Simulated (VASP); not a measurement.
Input of a VASP 6.6.1 run:

File INCAR:

```
SYSTEM = Ir
PREC = Accurate
ENCUT = 520
EDIFF = 1E-6
ISMEAR = -1
SIGMA = 0.05
LREAL = .False.
LASPH = .True.
NELM = 80
ALGO = Normal
ISIF = 2
LWAVE = .False.
LCHARG = .True.
GGA = PS
LELF = .True.
LVHAR = .True.
NBANDS = 16
```

KPOINTS

```
Automatic mesh
0
Gamma
  13 13 13
  0 0 0
```

The input POSCAR:

```
Ir
1.0
    0.0000000000      2.2557774008      2.2557774008
    2.2557774008      0.0000000000      2.2557774008
    2.2557774008      2.2557774008      0.0000000000
Ir
2
Direct
   -0.1250000000     -0.1250000000     -0.1250000000
    0.1250000000      0.1250000000      0.1250000000
```

Potentials or basis: VASP PAW PBE potentials, release 64 (Ir).

Run with:

```console
$ cat potpaw_PBE.64/Ir/POTCAR > POTCAR
$ mpirun -np 1 vasp_std > vasp.out
```

Question: Estimate the band gap on the k mesh.

Answer: Zero (band 9 reaches 17.48 eV, above the bottom of band 10 at 13.83 eV).

Question: Estimate the pressure.

Answer: 431.5 GPa.

Caveat: the PAW data sets were made with another functional, which shifts forces and pressure a little; spin-orbit coupling is left out, which moves the levels of the heavy elements.
